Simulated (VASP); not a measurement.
Wanted: the native input for a VASP 6.6.1 run.

* Task: single point
* Functional: PBEsol
* Potentials or basis: VASP PAW PBE potentials, release 64 (Pt)
* Cutoff: 520 eV
* k mesh: 18 × 18 × 10
* Occupations: gaussian, width 0.15 eV
* Spin: no spin polarisation
* Dipole correction: no
* Further INCAR settings: ALGO = Normal; EDIFF = 1e-07; NBANDS = 17

The structure of Pt lies in POSCAR:

```
Pt
1.0
    2.5344000000      0.0000000000      0.0000000000
   -1.2672000000      2.1948547833      0.0000000000
    0.0000000000      0.0000000000      4.6285000000
Pt
2
Direct
    0.6666666667      0.3333333333      0.7500000000
    0.3333333333      0.6666666667      0.2500000000
```

This isn't the form of Pt at room conditions, which is fcc.

The input as run:

INCAR

```
SYSTEM = Pt
PREC = Accurate
ENCUT = 520
EDIFF = 1E-7
ISMEAR = 0
SIGMA = 0.15
LREAL = .FALSE.
LASPH = .TRUE.
NELM = 100
ALGO = Normal
ISIF = 2
LWAVE = .FALSE.
LCHARG = .FALSE.
GGA = PS
NBANDS = 17
```

KPOINTS

```
Automatic mesh
0
G
  18 18 10
  0 0 0
```

Potentials or basis: VASP PAW PBE potentials, release 64 (Pt).

Command:

```bash
$ cat potpaw_PBE.64/Pt/POTCAR > POTCAR
$ mpirun -np 1 vasp_std > vasp.out
```

Results of the run:

```
Pressure               : 74.7 GPa
Band gap on the k mesh : zero (bands 10 and 11 overlap by 1.99 eV)
```

Caveat: the stress differs along the axes, from 47 to 89 GPa; the PAW data sets were made with another functional, which shifts forces and pressure a little; spin-orbit coupling is left out, which moves the levels of the heavy elements.

Wall time 37 s on 1 thread of Intel(R) Xeon(R) 6975P-C (Granite Rapids), on a shared host, peak memory 0.2 GiB.
